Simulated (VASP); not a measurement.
# Au (I4/mmm) in VASP: notebook

Runs on Au. Level: PBEsol. Tasks: single point.

Everything below comes from runs of VASP 6.6.1. Logs are shortened: lines on timing, memory, paths and dates and some standing lists are left out, and cuts for length are marked.

### Step 1. The cell of the first run

Symmetry: I4/mmm, No. 139, tetragonal system. The conventional cell has a = 3.447 Å, b = 3.447 Å, c = 3.182 Å, α = 90.00°, β = 90.00°, γ = 90.00°. Au (site symmetry 4/mmm) has 14 Au at 2.91 to 3.45 Å within 3.8 Å.

### Step 2. Single point, PBEsol (strain +0.040 along x and y, -0.040 along z)

INCAR

```
SYSTEM = Au
ALGO = Normal ; EDIFF = 1E-6
ENCUT = 520 ; GGA = PS
ISIF = 2 ; ISMEAR = 0
LASPH = .True. ; LCHARG = .True.
LELF = .True. ; LREAL = .False.
LVHAR = .True. ; LWAVE = .False.
NBANDS = 12 ; NELM = 80
PREC = Accurate ; SIGMA = 0.15
```

KPOINTS

```
k-points
0
Gamma
  20 20 20
  0 0 0
```

POSCAR

```
Au
1.0
   -1.7235597600      1.7235597600      1.5909782400
    1.7235597600     -1.7235597600      1.5909782400
    1.7235597600      1.7235597600     -1.5909782400
Au
1
Direct
    0.0000000000      0.0000000000      0.0000000000
```

Potentials or basis: VASP PAW PBE potentials, release 64 (Au).

Started as:

```
> cat potpaw_PBE.64/Au/POTCAR > POTCAR
> mpirun -np 1 vasp_std > vasp.out
```

OUTCAR:

```text
SYSTEM = Au
   EDIFF = 1E-6
   ENCUT = 520
   GGA = PS
   ISIF = 2
   ISMEAR = 0
   LASPH = .True.
   LREAL = .False.
   NELM = 80
   PREC = Accurate

 ion  position               nearest neighbor table
   1  0.000  0.000  0.000-

  LATTYP: Found a body centered tetragonal cell.
 ALAT       =     3.4471195200
 C/A-ratio  =     0.9230769231

  Lattice vectors:

 A1 = (  -1.7235597600,   1.7235597600,   1.5909782400)
 A2 = (   1.7235597600,  -1.7235597600,   1.5909782400)
 A3 = (   1.7235597600,   1.7235597600,  -1.5909782400)

Analysis of symmetry for initial positions (statically):
=====================================================================
 Subroutine PRICEL returns:
 Original cell was already a primitive cell.

 Routine SETGRP: Setting up the symmetry group for a
 body centered tetragonal supercell.

 Subroutine GETGRP returns: Found 16 space group operations
 (whereof 16 operations were pure point group operations)
 out of a pool of 16 trial point group operations.

The static configuration has the point symmetry D_4h.

Analysis of symmetry for dynamics (positions and initial velocities):
=====================================================================
 Subroutine PRICEL returns:
 Original cell was already a primitive cell.

 Routine SETGRP: Setting up the symmetry group for a
 body centered tetragonal supercell.

 Subroutine GETGRP returns: Found 16 space group operations
 (whereof 16 operations were pure point group operations)
 out of a pool of 16 trial point group operations.

The dynamic configuration has the point symmetry D_4h.

 Subroutine INISYM returns: Found 16 space group operations
 (whereof 16 operations are pure point group operations),
 and found     1 'primitive' translations

----------------------------------------------------------------------------------------

                                     Primitive cell

  volume of cell :      18.9050

  direct lattice vectors                    reciprocal lattice vectors
    -1.723559760  1.723559760  1.590978240     0.000000000  0.290097281  0.314272054
     1.723559760 -1.723559760  1.590978240     0.290097281  0.000000000  0.314272054
     1.723559760  1.723559760 -1.590978240     0.290097281  0.290097281  0.000000000

  length of vectors
     2.910760769  2.910760769  2.910760769     0.427695402  0.427695402  0.410259509

  position of ions in fractional coordinates (direct lattice)
     0.000000000  0.000000000  0.000000000

  ion indices of the primitive-cell ions
   primitive index   ion index
                 1           1

----------------------------------------------------------------------------------------

 KPOINTS: k-points

Automatic generation of k-mesh.
 Grid dimensions read from file:
 generate k-points for:   20   20   20

 Generating k-lattice:

  Cartesian coordinates                     Fractional coordinates (reciprocal lattice)
     0.000000000  0.014504864  0.015713603     0.050000000  0.000000000  0.000000000
     0.014504864  0.000000000  0.015713603     0.000000000  0.050000000  0.000000000
     0.014504864  0.014504864  0.000000000     0.000000000  0.000000000  0.050000000

  Length of vectors
     0.021384770  0.021384770  0.020512975

  Shift w.r.t. Gamma in fractional coordinates (k-lattice)
     0.000000000  0.000000000  0.000000000

 Subroutine IBZKPT returns following result:
 ===========================================

 Found    641 irreducible k-points:

 Following reciprocal coordinates:
            Coordinates               Weight
  0.000000  0.000000  0.000000      1.000000
  0.050000 -0.000000  0.000000      8.000000
  0.100000 -0.000000  0.000000      8.000000
  0.150000 -0.000000  0.000000      8.000000
  0.200000 -0.000000  0.000000      8.000000
  0.250000 -0.000000  0.000000      8.000000
[... 16 lines left out ...]
 -0.400000  0.050000 -0.000000     16.000000
 -0.350000  0.050000 -0.000000     16.000000
 [... further k-points ...]
   k-points           NKPTS =    641   k-points in BZ     NKDIM =    641   number of bands    NBANDS=     12
   number of dos      NEDOS =    301   number of ions     NIONS =      1
   total plane-waves  NPLWV =  13824
   dimension x,y,z NGX =    24 NGY =   24 NGZ =   24
   dimension x,y,z NGXF=    48 NGYF=   48 NGZF=   48
   ions per type =               1
   NGX,Y,Z   is equivalent  to a cutoff of  13.71, 13.71, 13.71 a.u.
   NGXF,Y,Z  is equivalent  to a cutoff of  27.41, 27.41, 27.41 a.u.
 SYSTEM =  Au
   PREC   = accura    normal or accurate (medium, high low for compatibility)
   ISTART =      0    job   : 0-new  1-cont  2-samecut
   ICHARG =      2    charge: 1-file 2-atom 10-const
   ISPIN  =      1    spin polarized calculation?
   LNONCOLLINEAR =      F non collinear calculations
   LSORBIT =      F    spin-orbit coupling
   LASPH  =      T    aspherical Exc in radial PAW
   ENCUT  =  520.0 eV  38.22 Ry    6.18 a.u.   5.41  5.41  5.41*2*pi/ulx,y,z
   NELM   =     80;   NELMIN=  2; NELMDL= -5     # of ELM steps
   EDIFF  = 0.1E-05   stopping-criterion for ELM
   LREAL  =      F    real-space projection
   EDIFFG = 0.1E-04   stopping-criterion for IOM
   NSW    =      0    number of steps for IOM
   IBRION =     -1    ionic relax: 0-MD 1-quasi-New 2-CG
   NFREE  =      0    steps in history (QN), initial steepest desc. (CG)
   ISIF   =      2    stress and relaxation
   ISYM   =      2    0-nonsym 1-usesym 2-fastsym
   POTIM  = 0.5000    time-step for ionic-motion
   TEBEG  =    0.0;   TEEND  =   0.0 temperature during run
   PSTRESS=    0.0 pullay stress
   NELECT =      11.0000    total number of electrons
   NUPDOWN=      -1.0000    fix difference up-down
   EMIN   =  10.00;   EMAX   =-10.00  energy-range for DOS
   EFERMI =   0.00;   METHOD = LEGACY
   ISMEAR =     0;   SIGMA  =   0.15  broadening in eV -4-tet -1-fermi 0-gaus
   EFERMI_NEDOS =   21; number of points for ismear=-14 and -15
   IALGO  =     38    algorithm
   IMIX   =      4    mixing-type and parameters
     AMIX     =   0.40;   BMIX     =  1.00
     AMIX_MAG =   1.60;   BMIX_MAG =  1.00
  volume/ion in A,a.u.               =      18.91       127.58
  Fermi-wavevector in a.u.,A,eV,Ry     =   1.366722  2.582729 25.414706  1.867928
  Thomas-Fermi vector in A             =   2.492837
   LORBIT       =      0    0 simple, 1 ext, 2 COOP (PROOUT), +10 PAW based schemes
   GGA     = PS    functional components
   LHFCALC =     F    Hartree Fock is set to
   AEXX    =    0.0000 exact exchange contribution
   IVDW    =     0    specifies the selected vdW correction
   LEPSILON=     F    determine dielectric tensor
   LRPA    =     F    only Hartree local field effects (RPA)
 non-spin polarized calculation
 Gauss-broadening in eV      SIGMA  =   0.15
  energy-cutoff  :      520.00
  volume of cell :       18.91
 maximum number of plane-waves:       526
 NGX is ok and might be reduce to    24
   NGX = 11   NGY = 11   NGZ = 11

 number of electron      10.9999998 magnetization

 Free energy of the ion-electron system (eV)
  ---------------------------------------------------
  ext. energy  EPLUGINS =         0.00000000
  ---------------------------------------------------
  free energy    TOTEN  =        -3.81999596 eV

  energy without entropy =       -3.81594980  energy(sigma->0) =       -3.81797288

 E-fermi :   7.6846     XC(G=0): -12.2786

 val. band max:        7.6841346287   @ k =  -0.3000  -0.3000   0.2500
 cond. band min:       7.6999118552   @ k =  -0.4000   0.4000   0.2500
 fundamental gap:      0.0157772265
 Fermi energy:         7.6845656410

 k-point     1 :       0.0000    0.0000    0.0000
  band No.  band energies     occupation
      1      -1.2191      2.00000
      2       3.0416      2.00000
      3       3.5114      2.00000
      4       3.5114      2.00000
      5       4.6437      2.00000
      6       5.2031      2.00000
      7      23.5875      0.00000
      8      23.5875      0.00000
      9      25.0783      0.00000
     10      29.4964      0.00000
     11      29.4964      0.00000
     12      31.3111      0.00000

 k-point     2 :       0.0500   -0.0000    0.0000
  band No.  band energies     occupation
      1      -1.1319      2.00000
      2       3.0587      2.00000
      3       3.5092      2.00000
      4       3.5228      2.00000
      5       4.6492      2.00000
      6       5.1769      2.00000
      7      23.6126      0.00000
      8      23.6877      0.00000
      9      24.9868      0.00000
     10      28.7044      0.00000
     11      29.1994      0.00000
     12      30.3225      0.00000

 k-point     3 :       0.1000   -0.0000    0.0000
  band No.  band energies     occupation
      1      -0.8750      2.00000
      2       3.0679      2.00000
      3       3.4989      2.00000
      4       3.6003      2.00000
      5       4.6684      2.00000
      6       5.1105      2.00000
      7      23.6253      0.00000
      8      23.9774      0.00000
      9      24.5514      0.00000
     10      27.6018      0.00000
     11      28.3922      0.00000
     12      28.8804      0.00000

 k-point     4 :       0.1500   -0.0000    0.0000
  band No.  band energies     occupation
      1      -0.4648      2.00000
      2       3.0060      2.00000
      3       3.4777      2.00000
      4       3.8098      2.00000
      5       4.7086      2.00000
      6       5.0332      2.00000
      7      23.2585      0.00000
      8      23.5903      0.00000
      9      24.4166      0.00000
     10      26.7690      0.00000
     11      27.2652      0.00000
     12      28.0904      0.00000

 k-point     5 :       0.2000   -0.0000    0.0000
  band No.  band energies     occupation
      1       0.0602      2.00000
      2       2.8838      2.00000
      3       3.4682      2.00000
      4       4.1418      2.00000
      5       4.7731      2.00000
      6       4.9781      2.00000
      7      21.5442      0.00000
      8      22.9418      0.00000
      9      24.8429      0.00000
     10      26.1121      0.00000
     11      26.3284      0.00000
     12      28.2543      0.00000
[... 228 lines left out ...]
      1       1.3556      2.00000
      2       2.2858      2.00000
      3       4.8434      2.00000
      4       5.2906      2.00000
      5       6.0204      2.00000
      6       7.6580      1.19753
      7      11.1273      0.00000
      8      19.4362      0.00000
      9      20.1065      0.00000
     10      27.4628      0.00000
     11      28.2072      0.00000
     12      30.2377      0.00000

 k-point    22 :      -0.4500    0.0500   -0.0000
  band No.  band energies     occupation
      1       1.3707      2.00000
      2       2.3318      2.00000
      3       4.8681      2.00000
      4       5.1374      2.00000
      5       5.7262      2.00000
      6       6.7568      2.00000
      7      12.5342      0.00000
      8      19.6594      0.00000
      9      20.4737      0.00000
     10      27.3342      0.00000
     11      28.0109      0.00000
     12      30.6553      0.00000

 k-point    23 :      -0.4000    0.0500   -0.0000
  band No.  band energies     occupation
      1       1.3617      2.00000
      2       2.4178      2.00000
      3       4.6912      2.00000
      4       4.9079      2.00000
      5       5.2935      2.00000
      6       6.0037      2.00000
      7      14.3666      0.00000
      8      20.0978      0.00000
      9      21.1578      0.00000
     10      27.0916      0.00000
     11      27.6839      0.00000
     12      31.2797      0.00000

 k-point    24 :      -0.3500    0.0500   -0.0000
  band No.  band energies     occupation
      1       1.2389      2.00000
      2       2.5362      2.00000
      3       4.0293      2.00000
      4       4.8894      2.00000
      5       5.0623      2.00000
      6       5.4483      2.00000
      7      16.3751      0.00000
      8      20.7124      0.00000
      9      22.0783      0.00000
     10      26.6921      0.00000
     11      27.3952      0.00000
     12      30.9390      0.00000

 [... further k-points ...]

------------------------ aborting loop because EDIFF is reached ----------------------------------------

  FORCE on cell =-STRESS in cart. coord.  units (eV):
  Direction    XX          YY          ZZ          XY          YZ          ZX
  --------------------------------------------------------------------------------------
  -------------------------------------------------------------------------------------
  Total       -1.5273799     -1.5273799     -1.6498385      0.0000000      0.0000000      0.0000000
  in kB     -129.4436402   -129.4436402   -139.8218691      0.0000000      0.0000000      0.0000000
  external PRESSURE =    -132.9030498 kB  Pullay stress =       0.0000000 kB

 VOLUME and BASIS-vectors are now :
 -----------------------------------------------------------------------------
  energy-cutoff  :      520.00
  volume of cell :       18.91
      direct lattice vectors                 reciprocal lattice vectors
    -1.723559760  1.723559760  1.590978240     0.000000000  0.290097281  0.314272054
     1.723559760 -1.723559760  1.590978240     0.290097281  0.000000000  0.314272054
     1.723559760  1.723559760 -1.590978240     0.290097281  0.290097281  0.000000000

 POSITION                                       TOTAL-FORCE (eV/Angst)
 -----------------------------------------------------------------------------------
      0.00000      0.00000      0.00000         0.000000     -0.000000     -0.000000
 -----------------------------------------------------------------------------------
    total drift:                               -0.000000      0.000000      0.000000

  FREE ENERGIE OF THE ION-ELECTRON SYSTEM (eV)
  ---------------------------------------------------
  free  energy   TOTEN  =        -3.8199959640 eV

  energy  without entropy=       -3.8159498047  energy(sigma->0) =       -3.81797288
```

It took 1.8 min on 1 thread of Intel Xeon Platinum 8259CL at 2.50GHz (Skylake/Cascade Lake), shared host; peak memory 0.26 GiB.

What came out:

```
Free energy : -3.8200 eV
Pressure    : -13.3 GPa
```

Stress tensor (GPa, compression positive):
```
-12.94   0.00   0.00
  0.00 -12.94   0.00
  0.00   0.00 -13.98
```

Levels at points of the mesh, in eV from the Fermi level:
```csv
k point,band 3,band 4,band 5,band 6,band 7,band 8,band 9,band 10
"(0.00, 0.00, 0.00)",-4.17,-4.17,-3.04,-2.48,15.90,15.90,17.39,21.81
"(0.50, 0.00, 0.00)",-2.84,-2.28,-1.44,-0.13,3.17,11.85,12.57,19.56
"(0.50, 0.50, 0.00)",-3.24,-2.71,-1.50,-0.57,2.55,13.03,14.34,21.13
"(0.50, 0.50, 0.50)",-1.80,-1.80,-1.65,5.40,5.40,7.64,8.24,14.11
```

Caveat: the cell differs from its parent crystal (strain +0.040 along x and y, -0.040 along z); the PAW data sets were made with another functional, which shifts forces and pressure a little; spin-orbit coupling is left out, which moves the levels of the heavy elements.

[end of part 1 of 2]
